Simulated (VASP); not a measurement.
# Cu: single point with B3LYP

Crystal: Cu.

```
Cu
1.0
    -1.54055    1.54055    1.33255
     1.54055   -1.54055    1.33255
     1.54055    1.54055   -1.33255
Cu
1
Direct
  0.00000 0.00000 0.00000
```

| Quantity | Value |
| --- | --- |
| Program | VASP 6.6.1 |
| Task | single point |
| Functional | B3LYP |
| Potentials or basis | VASP PAW PBE potentials, release 64 (Cu) |
| Cutoff | 520 eV |
| k mesh | 7 × 7 × 7 |
| Occupations | fermi-dirac, width 0.05 eV |
| Spin | no spin polarisation |
| Dipole correction | no |
| Grid for exact exchange (PRECFOCK) | Normal |
| Further INCAR settings | ALGO = Normal; EDIFF = 1e-07; NBANDS = 12 |
| Share of exact exchange | 0.2 |

The pressure is 0.4 GPa and the band gap on the k mesh is zero (an odd number of electrons rules out a gap without spin polarisation).

Levels at points of the mesh, in eV from the Fermi level:
```
           k point  band 2  band 3  band 4  band 5  band 6  band 7  band 8  band 9  band 10  band 11
(0.00, 0.00, 0.00)   -4.20   -3.65   -3.65   -3.34   -2.77   24.23   24.23   27.93    28.68    29.05
```

Wall time 46 min on 1 thread of Oxide Virtual Turin-like Processor, with other jobs on the host, peak memory 0.1 GiB.

Caveat: the k points lie up to 0.45 Å⁻¹ apart, too coarse for converged energies and pressures of a metal; the PAW data sets were made with another functional, which shifts forces and pressure a little.
